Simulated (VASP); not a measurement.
# Si (P6_3/mmc) in VASP: notebook, part 2 of 2

VASP 6.6.1. The steps go on from the part before.

**3. Single point, PBE**

The input, INCAR:

```
SYSTEM = Si
PREC = Accurate
ENCUT = 500
EDIFF = 1E-6
ISMEAR = -1
SIGMA = 0.1
LREAL = .False.
LASPH = .True.
NELM = 120
ALGO = Normal
ISIF = 2
LWAVE = .False.
LCHARG = .False.
GGA = PE
NBANDS = 11
GGA_COMPAT = .False.
```

The input, KPOINTS:

```
Automatic mesh
0
Gamma
  16 16 9
  0 0 0
```

The input, POSCAR:

```
Si
1.0
    2.6558087899      0.0000000000      0.0000000000
   -1.3279043949      2.2999978796      0.0000000000
    0.0000000000      0.0000000000      4.5911665129
Si
2
Direct
    0.3333333333      0.6666666667      0.2500000000
    0.6666666667      0.3333333333      0.7500000000
```

Potentials or basis: VASP PAW PBE potentials, release 64 (Si).

Command:

```bash
> cat potpaw_PBE.64/Si/POTCAR > POTCAR
> mpirun -np 1 vasp_std > vasp.out
```

OUTCAR:

```text
SYSTEM = Si
   PREC = Accurate
   ENCUT = 500
   EDIFF = 1E-6
   ISMEAR = -1
   LREAL = .False.
   LASPH = .True.
   NELM = 120
   ISIF = 2
   GGA = PE

 ion  position               nearest neighbor table
   1  0.333  0.667  0.250-   2 2.76   2 2.76   2 2.76   2 2.76   2 2.76   2 2.76
   2  0.667  0.333  0.750-   1 2.76   1 2.76   1 2.76   1 2.76   1 2.76   1 2.76

  LATTYP: Found a hexagonal cell.
 ALAT       =     2.6558087899
 C/A-ratio  =     1.7287263038

  Lattice vectors:

 A1 = (   2.6558087899,   0.0000000000,   0.0000000000)
 A2 = (  -1.3279043949,   2.2999978796,   0.0000000000)
 A3 = (   0.0000000000,   0.0000000000,   4.5911665129)

Analysis of symmetry for initial positions (statically):
=====================================================================
 Subroutine PRICEL returns:
 Original cell was already a primitive cell.

 Routine SETGRP: Setting up the symmetry group for a
 hexagonal supercell.

 Subroutine GETGRP returns: Found 24 space group operations
 (whereof 12 operations were pure point group operations)
 out of a pool of 24 trial point group operations.

The static configuration has the point symmetry D_3d.
 The point group associated with its full space group is D_6h.

Analysis of symmetry for dynamics (positions and initial velocities):
=====================================================================
 Subroutine PRICEL returns:
 Original cell was already a primitive cell.

 Routine SETGRP: Setting up the symmetry group for a
 hexagonal supercell.

 Subroutine GETGRP returns: Found 24 space group operations
 (whereof 12 operations were pure point group operations)
 out of a pool of 24 trial point group operations.

The dynamic configuration has the point symmetry D_3d.
 The point group associated with its full space group is D_6h.

 Subroutine INISYM returns: Found 24 space group operations
 (whereof 12 operations are pure point group operations),
 and found     1 'primitive' translations

[... 120 lines left out ...]
   LHFCALC =     F    Hartree Fock is set to
   AEXX    =    0.0000 exact exchange contribution
   IVDW    =     0    specifies the selected vdW correction
   LEPSILON=     F    determine dielectric tensor
   LRPA    =     F    only Hartree local field effects (RPA)
 non-spin polarized calculation
  energy-cutoff  :      500.00
  volume of cell :       28.04
 maximum number of plane-waves:       732
 NGX is ok and might be reduce to    20

 number of electron       8.0000001 magnetization

 Free energy of the ion-electron system (eV)
  ---------------------------------------------------
  ext. energy  EPLUGINS =         0.00000000
  ---------------------------------------------------
  free energy    TOTEN  =        -9.84516237 eV

  energy without entropy =       -9.81991251  energy(sigma->0) =       -9.83253744

 E-fermi :  10.5724     XC(G=0): -11.3201

 val. band max:       10.5697232445   @ k =   0.1875   0.1875   0.1111
 cond. band min:      10.5858687752   @ k =   0.3750   0.0625   0.1111
 fundamental gap:      0.0161455307
 Fermi energy:        10.5724219298

 k-point     1 :       0.0000    0.0000    0.0000
  band No.  band energies     occupation
      1      -4.1653      2.00000
      2       2.0762      2.00000
      3       3.1988      2.00000
      4      19.9618      0.00000
      5      19.9618      0.00000
      6      20.7206      0.00000
      7      21.1603      0.00000
      8      21.1603      0.00000
      9      21.1774      0.00000
     10      24.3292      0.00000
     11      24.7917      0.00000
[... 309 lines left out ...]
 k-point    24 :       0.2500    0.1875    0.0000
  band No.  band energies     occupation
      1      -0.2312      2.00000
      2       5.9053      2.00000
      3       6.9260      2.00000
      4       8.0659      2.00000
      5       9.7123      1.99963
      6      13.8681      0.00000
      7      14.7606      0.00000
      8      15.4046      0.00000
      9      17.5199      0.00000
     10      23.6090      0.00000
     11      24.7018      0.00000

 [... further k-points ...]

------------------------ aborting loop because EDIFF is reached ----------------------------------------

  FORCE on cell =-STRESS in cart. coord.  units (eV):
  Direction    XX          YY          ZZ          XY          YZ          ZX
  --------------------------------------------------------------------------------------
  -------------------------------------------------------------------------------------
  Total        0.4059288      0.4059288      0.4124925      0.0000000      0.0000000      0.0000000
  in kB       23.1906631     23.1906631     23.5656440      0.0000000      0.0000000      0.0000000
  external PRESSURE =      23.3156567 kB  Pullay stress =       0.0000000 kB

 VOLUME and BASIS-vectors are now :
 -----------------------------------------------------------------------------
  energy-cutoff  :      500.00
  volume of cell :       28.04
      direct lattice vectors                 reciprocal lattice vectors
     2.655808790  0.000000000  0.000000000     0.376533131  0.217391505  0.000000000
    -1.327904395  2.299997880  0.000000000     0.000000000  0.434783010  0.000000000
     0.000000000  0.000000000  4.591166513     0.000000000  0.000000000  0.217809569

 POSITION                                       TOTAL-FORCE (eV/Angst)
 -----------------------------------------------------------------------------------
     -0.00000      1.53333      1.14779         0.000000      0.000000      0.000000
      1.32790      0.76667      3.44337        -0.000000      0.000000      0.000000
 -----------------------------------------------------------------------------------
    total drift:                                0.000000     -0.000000      0.000000

  FREE ENERGIE OF THE ION-ELECTRON SYSTEM (eV)
  ---------------------------------------------------
  free  energy   TOTEN  =        -9.8451623668 eV

  energy  without entropy=       -9.8199125117  energy(sigma->0) =       -9.83253744
```

OSZICAR:

```text
N       E                     dE             d eps       ncg     rms          rms(c)
DAV:   1     0.546093125698E+01    0.54609E+01   -0.33450E+03  3300   0.595E+02
DAV:   2    -0.946429897570E+01   -0.14925E+02   -0.14283E+02  4317   0.832E+01
DAV:   3    -0.988621130125E+01   -0.42191E+00   -0.41812E+00  4266   0.113E+01
DAV:   4    -0.988776679686E+01   -0.15555E-02   -0.15551E-02  4127   0.864E-01
DAV:   5    -0.988777230069E+01   -0.55038E-05   -0.55040E-05  4124   0.476E-02    0.402E+00
DAV:   6    -0.986063267567E+01    0.27140E-01   -0.77138E-03  3815   0.417E-01    0.223E+00
DAV:   7    -0.984526547717E+01    0.15367E-01   -0.14902E-02  3647   0.577E-01    0.153E-01
DAV:   8    -0.984516236171E+01    0.10312E-03   -0.20388E-04  4748   0.982E-02    0.163E-02
DAV:   9    -0.984516236680E+01   -0.50867E-08   -0.27713E-06  3931   0.981E-03
   1 F= -.98451624E+01 E0= -.98325374E+01  d E =-.252499E-01
```

Run time: 15 s. Hardware: 1 thread of Intel Xeon Platinum 8559C (Emerald Rapids), shared host; peak memory 0.15 GiB.

What came out:

* Free energy: -9.8452 eV
* Pressure: 2.3 GPa
* Band gap on the k mesh: zero (bands 4 and 5 overlap by 12.68 eV)

**4. Single point, PBE**

This run uses another cell than the first one: it holds 4 atoms, not 2.

The input, INCAR:

```
SYSTEM = Si
  ALGO = Normal
  EDIFF = 1E-6
  ENCUT = 500
  GGA = PE
  GGA_COMPAT = .False.
  ISIF = 2
  ISMEAR = -1
  LASPH = .True.
  LCHARG = .False.
  LREAL = .False.
  LWAVE = .False.
  NBANDS = 16
  NELM = 120
  PREC = Accurate
  SIGMA = 0.1
```

The input, KPOINTS:

```
k-points
0
Gamma
  11 11 4
  0 0 0
```

The input, POSCAR:

```
Si
1.0
    4.0944960260      0.0000000000      0.0000000000
   -2.0472480130      3.5459375742      0.0000000000
    0.0000000000      0.0000000000      4.8988993220
Si
4
Direct
    0.0000000000      0.0000000000      0.2500000000
    0.0000000000      0.0000000000      0.7500000000
    0.3333333333      0.6666666667      0.2500000000
    0.6666666667      0.3333333333      0.7500000000
```

Potentials or basis: VASP PAW PBE potentials, release 64 (Si).

Command:

```bash
> cat potpaw_PBE.64/Si/POTCAR > POTCAR
> mpirun -np 1 vasp_std > vasp.out
```

OUTCAR:

```text
SYSTEM = Si
   EDIFF = 1E-6
   ENCUT = 500
   GGA = PE
   ISIF = 2
   ISMEAR = -1
   LASPH = .True.
   LREAL = .False.
   NELM = 120
   PREC = Accurate

 ion  position               nearest neighbor table
   1  0.000  0.000  0.250-   3 2.36   3 2.36   3 2.36   2 2.45   2 2.45
   2  0.000  0.000  0.750-   4 2.36   4 2.36   4 2.36   1 2.45   1 2.45
   3  0.333  0.667  0.250-   1 2.36   1 2.36   1 2.36
   4  0.667  0.333  0.750-   2 2.36   2 2.36   2 2.36

  LATTYP: Found a hexagonal cell.
 ALAT       =     4.0944960260
 C/A-ratio  =     1.1964596597

[... 655 lines left out ...]
  --------------------------------------------------------------------------------------
  -------------------------------------------------------------------------------------
  Total        1.0196816      1.0196816      1.0464431      0.0000000      0.0000000      0.0000000
  in kB       22.9691606     22.9691606     23.5719847      0.0000000      0.0000000      0.0000000
  external PRESSURE =      23.1701020 kB  Pullay stress =       0.0000000 kB

 VOLUME and BASIS-vectors are now :
 -----------------------------------------------------------------------------
  energy-cutoff  :      500.00
  volume of cell :       71.13
      direct lattice vectors                 reciprocal lattice vectors
     4.094496026  0.000000000  0.000000000     0.244230302  0.141006430  0.000000000
    -2.047248013  3.545937574  0.000000000     0.000000000  0.282012861  0.000000000
     0.000000000  0.000000000  4.898899322     0.000000000  0.000000000  0.204127485

 POSITION                                       TOTAL-FORCE (eV/Angst)
 -----------------------------------------------------------------------------------
      0.00000      0.00000      1.22472        -0.000000      0.000000     -0.000000
      0.00000      0.00000      3.67417         0.000000     -0.000000     -0.000000
     -0.00000      2.36396      1.22472        -0.000000      0.000000      0.000000
      2.04725      1.18198      3.67417         0.000000      0.000000      0.000000
 -----------------------------------------------------------------------------------
    total drift:                               -0.000000      0.000000     -0.000000

  FREE ENERGIE OF THE ION-ELECTRON SYSTEM (eV)
  ---------------------------------------------------
  free  energy   TOTEN  =       -19.5468684911 eV

  energy  without entropy=      -19.4941028906  energy(sigma->0) =      -19.52048569
```

OSZICAR:

```text
N       E                     dE             d eps       ncg     rms          rms(c)
DAV:   1     0.209479175467E+02    0.20948E+02   -0.57825E+03  1536   0.798E+02
DAV:   2    -0.185060176366E+02   -0.39454E+02   -0.35564E+02  2112   0.115E+02
DAV:   3    -0.198278329499E+02   -0.13218E+01   -0.13077E+01  2016   0.194E+01
DAV:   4    -0.198400109452E+02   -0.12178E-01   -0.12170E-01  1936   0.239E+00
DAV:   5    -0.198401819619E+02   -0.17102E-03   -0.17101E-03  2072   0.258E-01    0.623E+00
DAV:   6    -0.196181839411E+02    0.22200E+00   -0.14655E-01  1832   0.196E+00    0.364E+00
DAV:   7    -0.195500022615E+02    0.68182E-01   -0.10579E-01  1936   0.163E+00    0.563E-01
DAV:   8    -0.195468551742E+02    0.31471E-02   -0.14959E-02  1800   0.682E-01    0.178E-01
DAV:   9    -0.195468750153E+02   -0.19841E-04   -0.82972E-04  2008   0.164E-01    0.910E-02
DAV:  10    -0.195468687956E+02    0.62197E-05   -0.29038E-05  1952   0.297E-02    0.519E-02
DAV:  11    -0.195468688132E+02   -0.17669E-07   -0.15995E-05  1960   0.204E-02    0.163E-02
DAV:  12    -0.195468684911E+02    0.32209E-06   -0.29464E-06  1720   0.931E-03
   1 F= -.19546868E+02 E0= -.19520486E+02  d E =-.527656E-01
```

stdout:

```text
POSCAR found type information on POSCAR Si
 POSCAR found :  1 types and       4 ions
 scaLAPACK will be used
 LDA part: xc-table for (Slater+PW92), standard interpolation
 POSCAR, INCAR and KPOINTS ok, starting setup
 FFT: planning ... GRIDC
 FFT: planning ... GRID_SOFT
 FFT: planning ... GRID
 WAVECAR not read
 entering main loop
```

It took 26 s on 1 thread of Intel Xeon Platinum 8559C (Emerald Rapids), shared host; peak memory 0.18 GiB.

What came out:

```yaml
Free_energy: -19.5469 eV
Pressure: 2.3 GPa
Band_gap_on_the_k_mesh: zero (bands 8 and 9 overlap by 2.42 eV)
```

Levels at points of the mesh, in eV from the Fermi level:
| k point | band 5 | band 6 | band 7 | band 8 | band 9 | band 10 | band 11 | band 12 |
| --- | --- | --- | --- | --- | --- | --- | --- | --- |
| (0.00, 0.00, 0.00) | -3.21 | -2.49 | -1.74 | -1.74 | 0.75 | 2.21 | 2.21 | 2.22 |
| (0.00, 0.00, 0.50) | -2.30 | -2.30 | -2.00 | -2.00 | 0.27 | 0.27 | 1.42 | 1.42 |
